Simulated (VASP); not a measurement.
Fe:

```
Fe
1.0
    -1.41631    1.41631    1.41631
     1.41631   -1.41631    1.41631
     1.41631    1.41631   -1.41631
Fe
1
Direct
  0.00000 0.00000 0.00000
```

Base run:

| Quantity | Value |
| --- | --- |
| Program | VASP 6.6.1 |
| Functional | PBE |
| Potentials or basis | VASP PAW PBE potentials, release 64 (Fe) |
| Cutoff | 520 eV |
| k mesh | 15 × 15 × 15 |
| Occupations | gaussian, width 1 eV |
| Spin | collinear spin, ferromagnetic start |
| Starting moments | [2.208] μB |

Its results: pressure -0.4 GPa; net moment 1.84 μB per cell; site moments Fe +1.84 μB.

Q: The run is repeated on the same cell with these changes: occupations from gaussian, width 1 eV to methfessel-paxton, width 0.3 eV. What comes out?

A: Pressure -0.2 GPa; net moment 2.19 μB per cell; site moments Fe +2.19 μB.
